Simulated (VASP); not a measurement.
Input of a VASP 6.6.1 run:

INCAR

```
SYSTEM = NaF
PREC = Accurate
ENCUT = 520
EDIFF = 1E-7
ISMEAR = 0
SIGMA = 0.1
LREAL = .False.
LASPH = .True.
NELM = 100
ALGO = Normal
ISIF = 2
LWAVE = .False.
LCHARG = .True.
LELF = .True.
LVHAR = .True.
NBANDS = 14
```

The input KPOINTS:

```
Automatic mesh
0
Gamma
  7 7 7
  0 0 0
```

File POSCAR:

```
NaF
1.0
    0.0000000000      2.3200000000      2.3200000000
    2.3200000000      0.0000000000      2.3200000000
    2.3200000000      2.3200000000      0.0000000000
Na F
1 1
Direct
   -0.0046440000      0.0073970000      0.0091130000
    0.4993530000      0.5032590000      0.4873860000
```

Potentials or basis: VASP PAW LDA potentials, release 64 (Na_pv, F).

Run with:

```sh
$ cat potpaw_LDA.64/Na_pv/POTCAR potpaw_LDA.64/F/POTCAR > POTCAR
$ mpirun -np 1 vasp_std > vasp.out
```

(1) Estimate the band gap on the k mesh.

(2) What does it give for the pressure?

(3) What does it give for the largest force?

## Answers

(1) 5.94 eV.

(2) -4.4 GPa.

(3) 0.140 eV/Å.

Caveat: the cell stands under tension.
